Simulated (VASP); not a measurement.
# CuI (Fm-3m) in VASP: notebook

CuI is run at these levels: PBE; tasks: single point.

All numbers are computed with VASP 6.6.1; they aren't measurements. Logs are shortened: lines on timing, memory, paths and dates and some standing lists are left out, and cuts for length are marked.

### 1 The cell of the first run

The structure is cubic, space group Fm-3m (No. 225). The conventional cell has a = 5.712 Å, b = 5.712 Å, c = 5.712 Å, α = 90.00°, β = 90.00°, γ = 90.00°. Within 3.8 Å of Cu (site symmetry m-3m) lie 6 I at 2.86 Å. I (site symmetry m-3m) has 6 Cu at 2.86 Å within 3.8 Å.

### 2 Single point, PBE

Input file INCAR:

```
  PREC = Accurate
  ENCUT = 520
  EDIFF = 1E-7
  ISMEAR = -1
  SIGMA = 0.02
  LREAL = False
  LASPH = True
  NELM = 100
  ALGO = Normal
  ISIF = 2
  LWAVE = False
  LCHARG = False
  GGA = PE
  NBANDS = 16
```

Input file KPOINTS:

```
Automatic mesh
0
Gamma
  6 6 6
```

Input file POSCAR:

```
CuI
1.0
    0.0000000000      2.8561104037      2.8561104037
    2.8561104037      0.0000000000      2.8561104037
    2.8561104037      2.8561104037      0.0000000000
Cu I
1 1
Direct
    0.0000000000      0.0000000000      0.0000000000
    0.5000000000      0.5000000000      0.5000000000
```

Potentials or basis: VASP PAW PBE potentials, release 64 (Cu, I).

The run is started by

```bash
$ cat potpaw_PBE.64/Cu/POTCAR potpaw_PBE.64/I/POTCAR > POTCAR
$ mpirun -np 1 vasp_std > vasp.out
```

OUTCAR:

```text
PREC = Accurate
   ENCUT = 520
   EDIFF = 1E-7
   ISMEAR = -1
   LREAL = False
   LASPH = True
   NELM = 100
   ISIF = 2
   GGA = PE

 ion  position               nearest neighbor table
   1  0.000  0.000  0.000-   2 2.86   2 2.86   2 2.86   2 2.86   2 2.86   2 2.86
   2  0.500  0.500  0.500-   1 2.86   1 2.86   1 2.86   1 2.86   1 2.86   1 2.86

  LATTYP: Found a face centered cubic cell.
 ALAT       =     5.7122208074

  Lattice vectors:

 A1 = (   0.0000000000,   2.8561104037,   2.8561104037)
 A2 = (   2.8561104037,   0.0000000000,   2.8561104037)
 A3 = (   2.8561104037,   2.8561104037,   0.0000000000)

Analysis of symmetry for initial positions (statically):
=====================================================================
 Subroutine PRICEL returns:
 Original cell was already a primitive cell.

 Routine SETGRP: Setting up the symmetry group for a
 face centered cubic supercell.

 Subroutine GETGRP returns: Found 48 space group operations
 (whereof 48 operations were pure point group operations)
 out of a pool of 48 trial point group operations.

The static configuration has the point symmetry O_h .

Analysis of symmetry for dynamics (positions and initial velocities):
=====================================================================
 Subroutine PRICEL returns:
 Original cell was already a primitive cell.

 Routine SETGRP: Setting up the symmetry group for a
 face centered cubic supercell.

 Subroutine GETGRP returns: Found 48 space group operations
 (whereof 48 operations were pure point group operations)
 out of a pool of 48 trial point group operations.

The dynamic configuration has the point symmetry O_h .

 Subroutine INISYM returns: Found 48 space group operations
 (whereof 48 operations are pure point group operations),
 and found     1 'primitive' translations

----------------------------------------------------------------------------------------

                                     Primitive cell

  volume of cell :      46.5967

  direct lattice vectors                    reciprocal lattice vectors
     0.000000000  2.856110404  2.856110404    -0.175063261  0.175063261  0.175063261
     2.856110404  0.000000000  2.856110404     0.175063261 -0.175063261  0.175063261
     2.856110404  2.856110404  0.000000000     0.175063261  0.175063261 -0.175063261

  length of vectors
     4.039150069  4.039150069  4.039150069     0.303218462  0.303218462  0.303218462

  position of ions in fractional coordinates (direct lattice)
     0.000000000  0.000000000  0.000000000
     0.500000000  0.500000000  0.500000000

  ion indices of the primitive-cell ions
   primitive index   ion index
                 1           1
                 2           2

----------------------------------------------------------------------------------------

 KPOINTS: Automatic mesh

Automatic generation of k-mesh.
 Grid dimensions read from file:
 generate k-points for:    6    6    6

 Generating k-lattice:

  Cartesian coordinates                     Fractional coordinates (reciprocal lattice)
    -0.029177210  0.029177210  0.029177210     0.166666667  0.000000000  0.000000000
     0.029177210 -0.029177210  0.029177210     0.000000000  0.166666667  0.000000000
     0.029177210  0.029177210 -0.029177210     0.000000000  0.000000000  0.166666667

  Length of vectors
     0.050536410  0.050536410  0.050536410

  Shift w.r.t. Gamma in fractional coordinates (k-lattice)
     0.000000000  0.000000000  0.000000000

 Subroutine IBZKPT returns following result:
 ===========================================

 Found     16 irreducible k-points:

 Following reciprocal coordinates:
            Coordinates               Weight
  0.000000  0.000000  0.000000      1.000000
  0.166667  0.000000  0.000000      8.000000
  0.333333  0.000000  0.000000      8.000000
  0.500000  0.000000  0.000000      4.000000
  0.166667  0.166667  0.000000      6.000000
  0.333333  0.166667  0.000000     24.000000
[... 8 lines left out ...]
 -0.333333  0.333333  0.166667     24.000000
 -0.333333  0.500000  0.166667     12.000000
   k-points           NKPTS =     16   k-points in BZ     NKDIM =     16   number of bands    NBANDS=     16
   number of dos      NEDOS =    301   number of ions     NIONS =      2
   total plane-waves  NPLWV =  27000
   dimension x,y,z NGX =    30 NGY =   30 NGZ =   30
   dimension x,y,z NGXF=    60 NGYF=   60 NGZF=   60
   ions per type =               1   1
   NGX,Y,Z   is equivalent  to a cutoff of  12.35, 12.35, 12.35 a.u.
   NGXF,Y,Z  is equivalent  to a cutoff of  24.70, 24.70, 24.70 a.u.
 SYSTEM =  unknown system
   PREC   = accura    normal or accurate (medium, high low for compatibility)
   ISTART =      0    job   : 0-new  1-cont  2-samecut
   ICHARG =      2    charge: 1-file 2-atom 10-const
   ISPIN  =      1    spin polarized calculation?
   LNONCOLLINEAR =      F non collinear calculations
   LSORBIT =      F    spin-orbit coupling
   LASPH  =      T    aspherical Exc in radial PAW
   ENCUT  =  520.0 eV  38.22 Ry    6.18 a.u.   7.51  7.51  7.51*2*pi/ulx,y,z
   NELM   =    100;   NELMIN=  2; NELMDL= -5     # of ELM steps
   EDIFF  = 0.1E-06   stopping-criterion for ELM
   LREAL  =      F    real-space projection
   EDIFFG = 0.1E-05   stopping-criterion for IOM
   NSW    =      0    number of steps for IOM
   IBRION =     -1    ionic relax: 0-MD 1-quasi-New 2-CG
   NFREE  =      0    steps in history (QN), initial steepest desc. (CG)
   ISIF   =      2    stress and relaxation
   ISYM   =      2    0-nonsym 1-usesym 2-fastsym
   POTIM  = 0.5000    time-step for ionic-motion
   TEBEG  =    0.0;   TEEND  =   0.0 temperature during run
   PSTRESS=    0.0 pullay stress
   NELECT =      18.0000    total number of electrons
   NUPDOWN=      -1.0000    fix difference up-down
   EMIN   =  10.00;   EMAX   =-10.00  energy-range for DOS
   EFERMI =   0.00;   METHOD = LEGACY
   ISMEAR =    -1;   SIGMA  =   0.02  broadening in eV -4-tet -1-fermi 0-gaus
   EFERMI_NEDOS =   21; number of points for ismear=-14 and -15
   IALGO  =     38    algorithm
   IMIX   =      4    mixing-type and parameters
     AMIX     =   0.40;   BMIX     =  1.00
     AMIX_MAG =   1.60;   BMIX_MAG =  1.00
  volume/ion in A,a.u.               =      23.30       157.22
  Fermi-wavevector in a.u.,A,eV,Ry     =   1.192287  2.253095 19.341327  1.421547
  Thomas-Fermi vector in A             =   2.328328
   LORBIT       =      0    0 simple, 1 ext, 2 COOP (PROOUT), +10 PAW based schemes
   GGA     = PE    functional components
   LHFCALC =     F    Hartree Fock is set to
   AEXX    =    0.0000 exact exchange contribution
   IVDW    =     0    specifies the selected vdW correction
   LEPSILON=     F    determine dielectric tensor
   LRPA    =     F    only Hartree local field effects (RPA)
 non-spin polarized calculation
  energy-cutoff  :      520.00
  volume of cell :       46.60
 maximum number of plane-waves:      1278
   NGX = 15   NGY = 15   NGZ = 15

 number of electron      18.0000008 magnetization

 Free energy of the ion-electron system (eV)
  ---------------------------------------------------
  ext. energy  EPLUGINS =         0.00000000
  ---------------------------------------------------
  free energy    TOTEN  =        -5.09422184 eV

  energy without entropy =       -5.09317084  energy(sigma->0) =       -5.09369634

 E-fermi :   6.3029     XC(G=0): -10.0536

 val. band max:        6.2920523800   @ k =   0.5000   0.0000   0.0000
 cond. band min:       6.9898082655   @ k =   0.3333   0.3333   0.0000
 fundamental gap:      0.6977558855
 Fermi energy:         6.3028995843

 k-point     1 :       0.0000    0.0000    0.0000
  band No.  band energies     occupation
      1      -8.0243      2.00000
      2       4.3071      2.00000
      3       4.3071      2.00000
      4       4.3268      2.00000
      5       4.3268      2.00000
      6       4.3268      2.00000
[... 8 lines left out ...]
     15      15.0057      0.00000
     16      15.0058      0.00000

 k-point     2 :       0.1667    0.0000    0.0000
  band No.  band energies     occupation
      1      -7.8204      2.00000
      2       2.6949      2.00000
      3       3.5573      2.00000
      4       3.5573      2.00000
      5       4.3782      2.00000
      6       4.3782      2.00000
[... 8 lines left out ...]
     15      14.5246      0.00000
     16      14.6237      0.00000

 k-point     3 :       0.3333    0.0000    0.0000
  band No.  band energies     occupation
      1      -7.3438      2.00000
      2       0.6952      2.00000
      3       2.9701      2.00000
      4       2.9701      2.00000
      5       4.4905      2.00000
      6       4.4905      2.00000
[... 8 lines left out ...]
     15      16.1027      0.00000
     16      16.1027      0.00000

 k-point     4 :       0.5000    0.0000    0.0000
  band No.  band energies     occupation
      1      -7.0552      2.00000
      2      -0.1449      2.00000
      3       2.7602      2.00000
      4       2.7602      2.00000
      5       4.5489      2.00000
      6       4.5490      2.00000
[... 8 lines left out ...]
     15      18.0597      0.00000
     16      18.0597      0.00000
[... 172 lines left out ...]
 k-point    14 :       0.5000    0.3333    0.1667
  band No.  band energies     occupation
      1      -7.0453      2.00000
      2       0.8512      2.00000
      3       2.3533      2.00000
      4       2.6705      2.00000
      5       4.4378      2.00000
      6       4.5454      2.00000
[... 8 lines left out ...]
     15      18.4285      0.00000
     16      18.6858      0.00000

 k-point    15 :      -0.3333    0.3333    0.1667
  band No.  band energies     occupation
      1      -6.8609      2.00000
      2       0.7361      2.00000
      3       1.8615      2.00000
      4       2.4691      2.00000
      5       4.5266      2.00000
      6       4.5286      2.00000
[... 8 lines left out ...]
     15      16.9709      0.00000
     16      19.5272      0.00000

 k-point    16 :      -0.3333    0.5000    0.1667
  band No.  band energies     occupation
      1      -6.8015      2.00000
      2       1.1316      2.00000
      3       2.0031      2.00000
      4       2.0745      2.00000
      5       4.4582      2.00000
      6       4.6038      2.00000
[... 8 lines left out ...]
     15      18.5283      0.00000
     16      19.8871      0.00000

------------------------ aborting loop because EDIFF is reached ----------------------------------------

  FORCE on cell =-STRESS in cart. coord.  units (eV):
  Direction    XX          YY          ZZ          XY          YZ          ZX
  --------------------------------------------------------------------------------------
  -------------------------------------------------------------------------------------
  Total        0.2002308      0.2002308      0.2002308     -0.0000000      0.0000000      0.0000000
  in kB        6.8847219      6.8847219      6.8847219     -0.0000000      0.0000000      0.0000000
  external PRESSURE =       6.8847219 kB  Pullay stress =       0.0000000 kB

 VOLUME and BASIS-vectors are now :
 -----------------------------------------------------------------------------
  energy-cutoff  :      520.00
  volume of cell :       46.60
      direct lattice vectors                 reciprocal lattice vectors
     0.000000000  2.856110404  2.856110404    -0.175063261  0.175063261  0.175063261
     2.856110404  0.000000000  2.856110404     0.175063261 -0.175063261  0.175063261
     2.856110404  2.856110404  0.000000000     0.175063261  0.175063261 -0.175063261

 POSITION                                       TOTAL-FORCE (eV/Angst)
 -----------------------------------------------------------------------------------
      0.00000      0.00000      0.00000         0.000000     -0.000000      0.000000
      2.85611      2.85611      2.85611         0.000000      0.000000      0.000000
 -----------------------------------------------------------------------------------
    total drift:                               -0.000000      0.000000      0.000000

  FREE ENERGIE OF THE ION-ELECTRON SYSTEM (eV)
  ---------------------------------------------------
  free  energy   TOTEN  =        -5.0942218362 eV

  energy  without entropy=       -5.0931708417  energy(sigma->0) =       -5.09369634
```

It took 29 s on 1 thread of Intel Xeon 8259CL, shared host; peak memory 0.17 GiB.

What came out:

```
Free energy            : -5.0942 eV
Pressure               : 0.7 GPa
Band gap on the k mesh : zero (band 9 reaches 6.29 eV, above the bottom of band 10 at 5.84 eV)
```

Caveat: spin-orbit coupling is left out, which moves the levels of the heavy elements; semilocal functionals often make such compounds metallic where correlation or magnetic order opens a gap, which also shifts bond lengths.

### 3 Single point, PBE

Input file INCAR:

```
SYSTEM = CuI
PREC = Accurate
ENCUT = 520
EDIFF = 1E-6
ISMEAR = -1
SIGMA = 0.02
LREAL = .False.
LASPH = .True.
NELM = 100
ALGO = Normal
ISIF = 2
LWAVE = .False.
LCHARG = .True.
GGA = PE
LELF = .True.
LVHAR = .True.
NBANDS = 16
```

Input file KPOINTS:

```
regular mesh
0
Gamma
  6 6 6
  0 0 0
```

POSCAR is that of step 2.

Potentials or basis: VASP PAW PBE potentials, release 64 (Cu, I).

The run is started by

```bash
$ cat potpaw_PBE.64/Cu/POTCAR potpaw_PBE.64/I/POTCAR > POTCAR
$ mpirun -np 1 vasp_std > vasp.out
```

Wall time 26 s (1 thread of Intel Xeon 8259CL, shared host); peak memory 0.17 GiB.

Results (log left out):

```
Free energy            : -5.0942 eV
Pressure               : 0.5 GPa
Band gap on the k mesh : zero (band 9 reaches 6.29 eV, above the bottom of band 10 at 5.84 eV)
```

Levels at points of the mesh, in eV from the Fermi level:
| k point | band 7 | band 8 | band 9 | band 10 | band 11 | band 12 |
| --- | --- | --- | --- | --- | --- | --- |
| (0.00, 0.00, 0.00) | -1.81 | -1.81 | -1.81 | 0.91 | 7.33 | 7.33 |
| (0.50, 0.00, 0.00) | -1.66 | -0.01 | -0.01 | 2.78 | 4.39 | 4.39 |
| (0.50, 0.50, 0.00) | -1.67 | -1.67 | -1.56 | -0.47 | 4.41 | 10.04 |

Caveat: spin-orbit coupling is left out, which moves the levels of the heavy elements; semilocal functionals often make such compounds metallic where correlation or magnetic order opens a gap, which also shifts bond lengths.
